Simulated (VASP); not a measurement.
Write the native input for VASP 6.6.1 that does the following.

```
Task                   : single point
Functional             : PBEsol
Potentials or basis    : VASP PAW PBE potentials, release 64 (B, N)
Cutoff                 : 520 eV
k mesh                 : 12 × 12 × 4
Occupations            : gaussian, width 0.05 eV
Spin                   : no spin polarisation
Dipole correction      : no
Further INCAR settings : ALGO = Normal; EDIFF = 1e-06; NBANDS = 16
```

The structure of BN lies in POSCAR:

```
BN
1.0
    2.4433455487      0.0000000000      0.0000000000
   -1.2216727744      2.1159993154      0.0000000000
    0.0000000000      0.0000000000      7.0319484891
B N
2 2
Direct
    0.3333333333      0.6666666667      0.2500000000
    0.6666666667      0.3333333333      0.7500000000
    0.3333333333      0.6666666667      0.7500000000
    0.6666666667      0.3333333333      0.2500000000
```

This cell differs from its parent crystal: volume 9.089 Å^3 an atom, c/a of the conventional cell 2.8780.

The input as run:

INCAR

```
SYSTEM = BN
PREC = Accurate
ENCUT = 520
EDIFF = 1E-6
ISMEAR = 0
SIGMA = 0.05
LREAL = .FALSE.
LASPH = .TRUE.
NELM = 60
ALGO = Normal
ISIF = 2
LWAVE = .FALSE.
LCHARG = .TRUE.
GGA = PS
LELF = .TRUE.
LVHAR = .TRUE.
NBANDS = 16
```

KPOINTS

```
regular mesh
0
G
  12 12 4
  0 0 0
```

Potentials or basis: VASP PAW PBE potentials, release 64 (B, N).

Launch:

```sh
$ cat potpaw_PBE.64/B/POTCAR potpaw_PBE.64/N/POTCAR > POTCAR
$ mpirun -np 1 vasp_std > vasp.out
```

It gave:

```json
{
 "Pressure": "19.0 GPa",
 "Band gap on the k mesh": "4.38 eV, indirect (least direct gap 4.78 eV)"
}
```

Caveat: the PAW data sets were made with another functional, which shifts forces and pressure a little; this functional lacks dispersion, which binds the layers, so the pressure and a relaxed spacing across them are unreliable.

Run time: 18 s on 1 thread of AMD EPYC 7R13 Processor (Zen 3), with other jobs on the host, peak memory 0.12 GiB.
